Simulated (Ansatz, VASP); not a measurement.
Ge in VASP and in Ansatz

```xyz
1
Lattice="-1.7937 1.7937 1.5053 1.7937 -1.7937 1.5053 1.7937 1.7937 -1.5053" Properties=species:S:1:pos:R:3 pbc="T T T"
Ge    0.0000    0.0000    1.5053
```

Alike in both runs: functional PBE; k mesh 24 × 24 × 24; occupations gaussian, width 0.1 eV; no spin polarisation.

Ansatz relaxed the structure, and its values are those at the end. VASP's run is a single point on that final structure, the one shown.

```csv
,VASP,Ansatz
version,VASP 6.6.1,Ansatz 0.2.0
potentials or method,"VASP PAW PBE potentials, release 64 (Ge_d), cutoff 520 eV","scalar-relativistic, plane waves, PAW"
valence electrons in the cell,14,14
```

VASP gave:

```
gap on the k mesh at the Fermi level (eV) : none
pressure (GPa)                            : -0.1
```

**Question.** What did Ansatz give for the same quantities?

**Answer.** gap on the k mesh at the Fermi level (eV): none; pressure (GPa): 0.0.

A gap of «none» marks a metal or a gap that the smearing closes.
